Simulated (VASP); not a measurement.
# ZnO (P6_3mc) in VASP: further runs

The runs below take ZnO through electric field gradients, with PBEsol, LDA, r2SCAN.

Program: VASP 6.6.1. These are calculated values, not measurements. Logs are shortened: lines on timing, memory, paths and dates and some standing lists are left out, and cuts for length are marked.

**What was measured.**

From “Electronic structure of alkaline earth and post-transition metal oxides”, 2009, arxiv:0908.1581, for a bulk crystal of ZnO: band gap 3.37 eV.

How close the calculation comes is told below.

## 1. The cell of the first run

Symmetry: P6_3mc, No. 186, hexagonal system. Conventional cell: a = 3.249 Å, b = 3.249 Å, c = 5.206 Å, α = 90.00°, β = 90.00°, γ = 120.00°. Within 2.6 Å of Zn (site symmetry 3m) lie 4 O at 1.97 to 1.98 Å. O (site symmetry 3m) has 4 Zn at 1.97 to 1.98 Å within 2.6 Å.

## 2. Electric field gradients, PBEsol

INCAR reads:

```
SYSTEM = ZnO
  PREC = Accurate
  ENCUT = 520
  EDIFF = 1E-8
  ISMEAR = -1
  SIGMA = 0.02
  LREAL = .FALSE.
  LASPH = .TRUE.
  NELM = 120
  ALGO = Normal
  ISIF = 2
  LWAVE = .FALSE.
  LCHARG = .FALSE.
  GGA = PS
  LEFG = .TRUE.
  NBANDS = 26
  GGA_COMPAT = .FALSE.
```

KPOINTS reads:

```
regular mesh
0
G
  8 8 5
  0 0 0
```

POSCAR reads:

```
ZnO
1.0
    3.2493080000      0.0000000000      0.0000000000
   -1.6246540000      2.8139832727      0.0000000000
    0.0000000000      0.0000000000      5.2057090000
Zn O
2 2
Direct
    0.3333333333      0.6666666667      0.5000000000
    0.6666666667      0.3333333333      0.0000000000
    0.6666666667      0.3333333333      0.3790100000
    0.3333333333      0.6666666667      0.8790100000
```

Potentials or basis: VASP PAW PBE potentials, release 64 (Zn, O).

The run is started by

```bash
$ cat potpaw_PBE.64/Zn/POTCAR potpaw_PBE.64/O/POTCAR > POTCAR
$ mpirun -np 1 vasp_std > vasp.out
```

OUTCAR:

```text
SYSTEM = ZnO
   PREC = Accurate
   ENCUT = 520
   EDIFF = 1E-8
   ISMEAR = -1
   LREAL = .FALSE.
   LASPH = .TRUE.
   NELM = 120
   ISIF = 2
   GGA = PS

 ion  position               nearest neighbor table
   1  0.333  0.667  0.500-   4 1.97   3 1.98   3 1.98   3 1.98
   2  0.667  0.333  0.000-   3 1.97   4 1.98   4 1.98   4 1.98
   3  0.667  0.333  0.379-   2 1.97   1 1.98   1 1.98   1 1.98
   4  0.333  0.667  0.879-   1 1.97   2 1.98   2 1.98   2 1.98

  LATTYP: Found a hexagonal cell.
 ALAT       =     3.2493080000
 C/A-ratio  =     1.6020977390

  Lattice vectors:

 A1 = (   3.2493080000,   0.0000000000,   0.0000000000)
 A2 = (  -1.6246540000,   2.8139832727,   0.0000000000)
 A3 = (   0.0000000000,   0.0000000000,   5.2057090000)

Analysis of symmetry for initial positions (statically):
=====================================================================
 Subroutine PRICEL returns:
 Original cell was already a primitive cell.

 Routine SETGRP: Setting up the symmetry group for a
 hexagonal supercell.

 Subroutine GETGRP returns: Found 12 space group operations
 (whereof  6 operations were pure point group operations)
 out of a pool of 24 trial point group operations.

The static configuration has the point symmetry C_3v.
 The point group associated with its full space group is C_6v.

Analysis of symmetry for dynamics (positions and initial velocities):
=====================================================================
 Subroutine PRICEL returns:
 Original cell was already a primitive cell.

 Routine SETGRP: Setting up the symmetry group for a
 hexagonal supercell.

 Subroutine GETGRP returns: Found 12 space group operations
 (whereof  6 operations were pure point group operations)
 out of a pool of 24 trial point group operations.

The dynamic configuration has the point symmetry C_3v.
 The point group associated with its full space group is C_6v.

 Subroutine INISYM returns: Found 12 space group operations
 (whereof  6 operations are pure point group operations),
 and found     1 'primitive' translations

----------------------------------------------------------------------------------------

                                     Primitive cell

  volume of cell :      47.5984

[... 137 lines left out ...]
  energy without entropy =      -19.41003086  energy(sigma->0) =      -19.41003086

 E-fermi :   1.3964     XC(G=0): -11.1854

 val. band max:        1.0461153502   @ k =   0.0000   0.0000   0.0000
 cond. band min:       1.7318110195   @ k =   0.0000   0.0000   0.0000
 fundamental gap:      0.6856956694
 Fermi energy:         1.3963701612

 k-point     1 :       0.0000    0.0000    0.0000
  band No.  band energies     occupation
      1     -16.9920      2.00000
      2     -16.2404      2.00000
      3      -4.6592      2.00000
      4      -4.6592      2.00000
      5      -4.6590      2.00000
      6      -4.6197      2.00000
[... 685 lines left out ...]
     25      14.4520      0.00000
     26      14.6978      0.00000

 [... further k-points ...]

------------------------ aborting loop because EDIFF is reached ----------------------------------------

  FORCE on cell =-STRESS in cart. coord.  units (eV):
  Direction    XX          YY          ZZ          XY          YZ          ZX
  --------------------------------------------------------------------------------------
  -------------------------------------------------------------------------------------
  Total       -0.3159626     -0.3159626      0.1956285      0.0000000      0.0000000      0.0000000
  in kB      -10.6354034    -10.6354034      6.5849180      0.0000000      0.0000000      0.0000000
  external PRESSURE =      -4.8952962 kB  Pullay stress =       0.0000000 kB

 VOLUME and BASIS-vectors are now :
 -----------------------------------------------------------------------------
  energy-cutoff  :      520.00
  volume of cell :       47.60
      direct lattice vectors                 reciprocal lattice vectors
     3.249308000  0.000000000  0.000000000     0.307757836  0.177684070  0.000000000
    -1.624654000  2.813983273  0.000000000     0.000000000  0.355368139  0.000000000
     0.000000000  0.000000000  5.205709000     0.000000000  0.000000000  0.192096792

 POSITION                                       TOTAL-FORCE (eV/Angst)
 -----------------------------------------------------------------------------------
     -0.00000      1.87599      2.60285        -0.000000     -0.000000     -0.065339
      1.62465      0.93799      0.00000         0.000000     -0.000000     -0.065339
      1.62465      0.93799      1.97302         0.000000     -0.000000      0.065339
     -0.00000      1.87599      4.57587        -0.000000      0.000000      0.065339
 -----------------------------------------------------------------------------------
    total drift:                               -0.000000     -0.000000     -0.000715

  FREE ENERGIE OF THE ION-ELECTRON SYSTEM (eV)
  ---------------------------------------------------
  free  energy   TOTEN  =       -19.4100308566 eV

  energy  without entropy=      -19.4100308564  energy(sigma->0) =      -19.41003086

 Electric field gradients (V/A^2)
---------------------------------------------------------------------
 ion       V_xx      V_yy      V_zz      V_xy      V_xz      V_yz
---------------------------------------------------------------------
   1      -0.431    -0.432     0.863    -0.001    -0.000     0.000
   2      -0.431    -0.432     0.863    -0.001     0.000    -0.000
   3       0.944     0.940    -1.884    -0.004    -0.000     0.000
   4       0.944     0.940    -1.884    -0.004     0.000    -0.000
---------------------------------------------------------------------

 Electric field gradients after diagonalization (V/A^2)
 (convention: |V_zz| > |V_xx| > |V_yy|)
----------------------------------------------------------------------
 ion       V_xx      V_yy      V_zz     asymmetry (V_yy - V_xx)/ V_zz
----------------------------------------------------------------------
   1      -0.433    -0.430     0.863       0.003
   2      -0.433    -0.430     0.863       0.003
   3       0.946     0.938    -1.884       0.005
   4       0.946     0.938    -1.884       0.005
----------------------------------------------------------------------

           NMR quadrupolar parameters

 Cq : quadrupolar parameter    Cq=e*Q*V_zz/h
 eta: asymmetry parameters     (V_yy - V_xx)/ V_zz
 Q  : nuclear electric quadrupole moment in mb (millibarn)
----------------------------------------------------------------------
 ion       Cq(MHz)       eta       Q (mb)
----------------------------------------------------------------------
   1       0.002       0.003       1.000
   2       0.002       0.003       1.000
   3      -0.005       0.005       1.000
   4      -0.005       0.005       1.000
----------------------------------------------------------------------
```

OSZICAR:

```text
N       E                     dE             d eps       ncg     rms          rms(c)
DAV:   1     0.292282915820E+03    0.29228E+03   -0.18119E+04  1576   0.200E+03
DAV:   2     0.882162952367E+01   -0.28346E+03   -0.26543E+03  1634   0.409E+02
DAV:   3    -0.216238668311E+02   -0.30445E+02   -0.30019E+02  1722   0.137E+02
DAV:   4    -0.222067023778E+02   -0.58284E+00   -0.58159E+00  1726   0.192E+01
DAV:   5    -0.222096219065E+02   -0.29195E-02   -0.29193E-02  1672   0.142E+00    0.140E+01
DAV:   6    -0.192836898895E+02    0.29259E+01   -0.56062E+00  2430   0.604E+01    0.901E+00
DAV:   7    -0.194591505746E+02   -0.17546E+00   -0.26227E+00  1614   0.159E+01    0.539E+00
DAV:   8    -0.194586617175E+02    0.48886E-03   -0.50928E-01  2234   0.717E+00    0.163E+00
DAV:   9    -0.194079985156E+02    0.50663E-01   -0.94147E-02  2296   0.605E+00    0.353E-01
DAV:  10    -0.194099878088E+02   -0.19893E-02   -0.37824E-02  1586   0.132E+00    0.110E-01
DAV:  11    -0.194100068835E+02   -0.19075E-04   -0.59196E-04  1668   0.202E-01    0.237E-02
DAV:  12    -0.194100328223E+02   -0.25939E-04   -0.32474E-05  1642   0.697E-02    0.176E-02
DAV:  13    -0.194100335708E+02   -0.74845E-06   -0.38761E-06  1804   0.365E-02    0.129E-02
DAV:  14    -0.194100310895E+02    0.24813E-05   -0.39943E-06  2232   0.344E-02    0.296E-03
DAV:  15    -0.194100309704E+02    0.11905E-06   -0.11815E-06  1626   0.880E-03    0.138E-03
DAV:  16    -0.194100308763E+02    0.94142E-07   -0.72889E-08  1958   0.265E-03    0.330E-04
DAV:  17    -0.194100308585E+02    0.17775E-07   -0.10228E-08   824   0.110E-03    0.396E-04
DAV:  18    -0.194100308566E+02    0.19045E-08   -0.26895E-09   792   0.782E-04
   1 F= -.19410031E+02 E0= -.19410031E+02  d E =-.240087E-09
```

stdout:

```text
POSCAR found type information on POSCAR ZnO
 POSCAR found :  2 types and       4 ions
 scaLAPACK will be used
 -----------------------------------------------------------------------------
|                                                                             |
|                                                                             |
|     You enforced a specific xc type in the INCAR file but a different       |
|     I HOPE YOU KNOW WHAT YOU ARE DOING!                                     |
|                                                                             |
 -----------------------------------------------------------------------------

 LDA part: xc-table for (Slater+PW92), standard interpolation
 POSCAR, INCAR and KPOINTS ok, starting setup
 FFT: planning ... GRIDC
 FFT: planning ... GRID_SOFT
 FFT: planning ... GRID
 WAVECAR not read
 entering main loop
ion   1

ion   2

ion   3

ion   4
```

It took 58 s on 1 thread of Intel Xeon Platinum 8488C (Sapphire Rapids), shared host; peak memory 0.17 GiB.

Results:

```yaml
Free_energy: -19.4100 eV
Pressure: -0.5 GPa
Largest_force: 0.065 eV/Å
Band_gap_on_the_k_mesh: 0.69 eV
Largest_electric_field_gradient_by_atom: Zn +0.9; O -1.9 V/Å²
```

Forces on the atoms (eV/Å):
```
Zn   0.000  0.000 -0.065
Zn   0.000  0.000 -0.065
O    0.000  0.000  0.065
O    0.000  0.000  0.065
```

Levels at points of the mesh, in eV from the valence-band top:
| k point | band 15 | band 16 | band 17 | band 18 | band 19 | band 20 | band 21 | band 22 |
| --- | --- | --- | --- | --- | --- | --- | --- | --- |
| (0.00, 0.00, 0.00) | -0.82 | -0.07 | 0.00 | 0.00 | 0.69 | 5.10 | 8.14 | 12.72 |
| (0.50, 0.00, 0.00) | -2.85 | -2.30 | -1.30 | -0.83 | 5.68 | 6.70 | 7.47 | 8.40 |

Electric field gradients, principal values (V/Å²):
```tsv
atom	least	middle	greatest (by size)
1 Zn	-0.430	-0.433	0.863
2 Zn	-0.430	-0.433	0.863
3 O	0.938	0.946	-1.884
4 O	0.938	0.946	-1.884
```

Caveat: without QUAD_EFG the Cq values of the log hold for a quadrupole moment of 1 mb, not for the nuclei; the PAW data sets were made with another functional, which shifts forces and pressure a little.

## 3. Electric field gradients, LDA

INCAR reads:

```
PREC = Accurate ; ENCUT = 520
EDIFF = 1E-8 ; ISMEAR = -1
SIGMA = 0.02 ; LREAL = False
LASPH = True ; NELM = 120
ALGO = Normal ; ISIF = 2
LWAVE = False ; LCHARG = False
LEFG = True ; NBANDS = 26
GGA_COMPAT = False
```

KPOINTS reads:

```
regular mesh
0
Gamma
  8 8 5
```

POSCAR reads:

```
ZnO
1.0
    3.2493080000      0.0000000000      0.0000000000
   -1.6246540000      2.8139832727      0.0000000000
    0.0000000000      0.0000000000      5.2057090000
Zn O
2 2
Direct
    0.3333333333      0.6666666667      0.4990872424
    0.6666666667      0.3333333333     -0.0009127576
    0.6666666667      0.3333333333      0.3799227576
    0.3333333333      0.6666666667      0.8799227576
```

Potentials or basis: VASP PAW LDA potentials, release 64 (Zn, O).

The run is started by

```bash
$ cat potpaw_LDA.64/Zn/POTCAR potpaw_LDA.64/O/POTCAR > POTCAR
$ mpirun -np 1 vasp_std > vasp.out
```

OUTCAR:

```text
PREC = Accurate
   ENCUT = 520
   EDIFF = 1E-8
   ISMEAR = -1
   LREAL = False
   LASPH = True
   NELM = 120
   ISIF = 2

 ion  position               nearest neighbor table
   1  0.333  0.667  0.499-   3 1.98   3 1.98   3 1.98   4 1.98
   2  0.667  0.333  0.999-   4 1.98   4 1.98   4 1.98   3 1.98
   3  0.667  0.333  0.380-   1 1.98   1 1.98   1 1.98   2 1.98
   4  0.333  0.667  0.880-   2 1.98   2 1.98   2 1.98   1 1.98

  LATTYP: Found a hexagonal cell.
 ALAT       =     3.2493080000
 C/A-ratio  =     1.6020977390

  Lattice vectors:

 A1 = (   3.2493080000,   0.0000000000,   0.0000000000)
 A2 = (  -1.6246540000,   2.8139832727,   0.0000000000)
 A3 = (   0.0000000000,   0.0000000000,   5.2057090000)

Analysis of symmetry for initial positions (statically):
=====================================================================
 Subroutine PRICEL returns:
 Original cell was already a primitive cell.

 Routine SETGRP: Setting up the symmetry group for a
 hexagonal supercell.

 Subroutine GETGRP returns: Found 12 space group operations
 (whereof  6 operations were pure point group operations)
 out of a pool of 24 trial point group operations.

The static configuration has the point symmetry C_3v.
 The point group associated with its full space group is C_6v.

Analysis of symmetry for dynamics (positions and initial velocities):
=====================================================================
 Subroutine PRICEL returns:
 Original cell was already a primitive cell.
[... 168 lines left out ...]
  band No.  band energies     occupation
      1     -16.9235      2.00000
      2     -16.1483      2.00000
      3      -4.8984      2.00000
      4      -4.8984      2.00000
      5      -4.8322      2.00000
      6      -4.8087      2.00000
[... 685 lines left out ...]
     25      14.2406      0.00000
     26      14.4739      0.00000

 [... further k-points ...]
[... 5 lines left out ...]
  --------------------------------------------------------------------------------------
  -------------------------------------------------------------------------------------
  Total       -1.8956189     -1.8956189     -1.5893017      0.0000000      0.0000000      0.0000000
  in kB      -63.8071483    -63.8071483    -53.4964101      0.0000000      0.0000000      0.0000000
  external PRESSURE =     -60.3702355 kB  Pullay stress =       0.0000000 kB

 VOLUME and BASIS-vectors are now :
 -----------------------------------------------------------------------------
  energy-cutoff  :      520.00
  volume of cell :       47.60
      direct lattice vectors                 reciprocal lattice vectors
     3.249308000  0.000000000  0.000000000     0.307757836  0.177684070  0.000000000
    -1.624654000  2.813983273  0.000000000     0.000000000  0.355368139  0.000000000
     0.000000000  0.000000000  5.205709000     0.000000000  0.000000000  0.192096792

 POSITION                                       TOTAL-FORCE (eV/Angst)
 -----------------------------------------------------------------------------------
     -0.00000      1.87599      2.59810         0.000000     -0.000000      0.003882
      1.62465      0.93799      5.20096        -0.000000      0.000000      0.003882
      1.62465      0.93799      1.97777        -0.000000      0.000000     -0.003882
     -0.00000      1.87599      4.58062         0.000000      0.000000     -0.003882
 -----------------------------------------------------------------------------------
    total drift:                               -0.000000     -0.000001     -0.002236

  FREE ENERGIE OF THE ION-ELECTRON SYSTEM (eV)
  ---------------------------------------------------
  free  energy   TOTEN  =       -21.1219794296 eV

  energy  without entropy=      -21.1219794296  energy(sigma->0) =      -21.12197943

 Electric field gradients (V/A^2)
---------------------------------------------------------------------
 ion       V_xx      V_yy      V_zz      V_xy      V_xz      V_yz
---------------------------------------------------------------------
   1      -2.541    -2.543     5.084    -0.001    -0.000     0.000
   2      -2.541    -2.543     5.084    -0.001     0.000    -0.000
   3       1.443     1.438    -2.881    -0.004    -0.000     0.000
   4       1.443     1.438    -2.881    -0.004     0.000    -0.000
---------------------------------------------------------------------

 Electric field gradients after diagonalization (V/A^2)
 (convention: |V_zz| > |V_xx| > |V_yy|)
----------------------------------------------------------------------
 ion       V_xx      V_yy      V_zz     asymmetry (V_yy - V_xx)/ V_zz
----------------------------------------------------------------------
   1      -2.543    -2.541     5.084       0.000
   2      -2.543    -2.541     5.084       0.000
   3       1.445     1.436    -2.881       0.003
   4       1.445     1.436    -2.881       0.003
----------------------------------------------------------------------

           NMR quadrupolar parameters

 Cq : quadrupolar parameter    Cq=e*Q*V_zz/h
 eta: asymmetry parameters     (V_yy - V_xx)/ V_zz
 Q  : nuclear electric quadrupole moment in mb (millibarn)
----------------------------------------------------------------------
 ion       Cq(MHz)       eta       Q (mb)
----------------------------------------------------------------------
   1       0.012       0.000       1.000
   2       0.012       0.000       1.000
   3      -0.007       0.003       1.000
   4      -0.007       0.003       1.000
----------------------------------------------------------------------
```

OSZICAR:

```text
N       E                     dE             d eps       ncg     rms          rms(c)
DAV:   1     0.291352955525E+03    0.29135E+03   -0.18148E+04  1576   0.201E+03
DAV:   2     0.707656124606E+01   -0.28428E+03   -0.26617E+03  1628   0.410E+02
DAV:   3    -0.235803255949E+02   -0.30657E+02   -0.30246E+02  1718   0.138E+02
DAV:   4    -0.241737384484E+02   -0.59341E+00   -0.59214E+00  1724   0.195E+01
DAV:   5    -0.241767727193E+02   -0.30343E-02   -0.30340E-02  1708   0.146E+00    0.144E+01
DAV:   6    -0.210307047080E+02    0.31461E+01   -0.60978E+00  2460   0.617E+01    0.910E+00
DAV:   7    -0.211895797690E+02   -0.15888E+00   -0.27107E+00  1642   0.167E+01    0.542E+00
DAV:   8    -0.211732046212E+02    0.16375E-01   -0.58579E-01  2072   0.704E+00    0.168E+00
DAV:   9    -0.211200600159E+02    0.53145E-01   -0.10330E-01  2258   0.654E+00    0.338E-01
DAV:  10    -0.211220026368E+02   -0.19426E-02   -0.35198E-02  1594   0.134E+00    0.805E-02
DAV:  11    -0.211219952453E+02    0.73915E-05   -0.56204E-04  1862   0.522E-01    0.297E-02
DAV:  12    -0.211219784613E+02    0.16784E-04   -0.11863E-04  1982   0.355E-01    0.738E-03
DAV:  13    -0.211219805915E+02   -0.21302E-05   -0.13603E-05  2164   0.474E-02    0.907E-03
DAV:  14    -0.211219794599E+02    0.11316E-05   -0.30130E-06  1684   0.156E-02    0.183E-03
DAV:  15    -0.211219794476E+02    0.12287E-07   -0.19177E-07  1686   0.503E-03    0.102E-03
DAV:  16    -0.211219794346E+02    0.13022E-07   -0.31037E-08  1272   0.324E-03    0.537E-04
DAV:  17    -0.211219794296E+02    0.49276E-08   -0.17429E-08  1128   0.116E-03
   1 F= -.21121979E+02 E0= -.21121979E+02  d E =-.652228E-10
```

stdout:

```text
POSCAR found type information on POSCAR ZnO
 POSCAR found :  2 types and       4 ions
 scaLAPACK will be used
 LDA part: xc-table for (Slater(with rela. corr.)+CA(PZ))
 , standard interpolation
 POSCAR, INCAR and KPOINTS ok, starting setup
 FFT: planning ... GRIDC
 FFT: planning ... GRID_SOFT
 FFT: planning ... GRID
 WAVECAR not read
 entering main loop
ion   1

ion   2

ion   3

ion   4
```

Wall time 51 s (1 thread of Intel Xeon Platinum 8488C (Sapphire Rapids), shared host); peak memory 0.16 GiB.

Results:

```yaml
Free_energy: -21.1220 eV
Pressure: -6.0 GPa
Largest_force: 0.004 eV/Å
Band_gap_on_the_k_mesh: 0.74 eV
Largest_electric_field_gradient_by_atom: Zn +5.1; O -2.9 V/Å²
```

Forces in eV/Å, atoms in the order of the input:
```
Zn   0.000  0.000  0.004
Zn   0.000  0.000  0.004
O    0.000  0.000 -0.004
O    0.000  0.000 -0.004
```

Levels at points of the mesh, in eV from the valence-band top:
```
           k point  band 15  band 16  band 17  band 18  band 19  band 20  band 21  band 22
(0.00, 0.00, 0.00)    -0.80    -0.08     0.00     0.00     0.74     5.07     8.12    12.64
(0.50, 0.00, 0.00)    -2.86    -2.30    -1.30    -0.86     5.68     6.70     7.47     8.34
```

Electric field gradients, principal values (V/Å²):
```tsv
atom	least	middle	greatest (by size)
1 Zn	-2.541	-2.543	5.084
2 Zn	-2.541	-2.543	5.084
3 O	1.436	1.445	-2.881
4 O	1.436	1.445	-2.881
```

Caveat: the cell stands under tension; without QUAD_EFG the Cq values of the log hold for a quadrupole moment of 1 mb, not for the nuclei.

(Part 1 of 2 ends here.)
